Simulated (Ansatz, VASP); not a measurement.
# Mg in VASP and in Ansatz

```
Mg
1.0
     3.84099    0.00000    0.00000
    -1.92050    3.32640    0.00000
     0.00000    0.00000   12.54457
Mg
8
Direct
  0.00000 0.00000 0.09375
  0.00000 0.00000 0.59375
  0.00000 0.00000 0.40625
  0.00000 0.00000 0.90625
  0.33333 0.66667 0.15625
  0.66667 0.33333 0.65625
  0.33333 0.66667 0.34375
  0.66667 0.33333 0.84375
```

Alike in both runs: task single point; functional PBE; k mesh 6 × 6 × 2; occupations gaussian, width 0.1 eV; no spin polarisation.

|  | VASP | Ansatz |
| --- | --- | --- |
| version | VASP 6.6.1 | Ansatz 0.2.0 |
| potentials or method | VASP PAW PBE potentials, release 64 (Mg), cutoff 520 eV | scalar-relativistic, plane waves, PAW |
| valence electrons in the cell | 16 | 80 |

|  | VASP | Ansatz | Ansatz less VASP |
| --- | --- | --- | --- |
| gap on the k mesh at the Fermi level (eV) | none | none | - |
| rms of the force components (eV/Å) | 0.021 | 0.021 | -0.0003 |

Atom by atom the forces differ by 0.000 eV/Å (rms over components). A gap of «none» marks a metal or a gap that the smearing closes. VASP's potentials hold 16 valence electrons a cell and Ansatz's 80, so a difference there can come from the potentials and not from the codes.
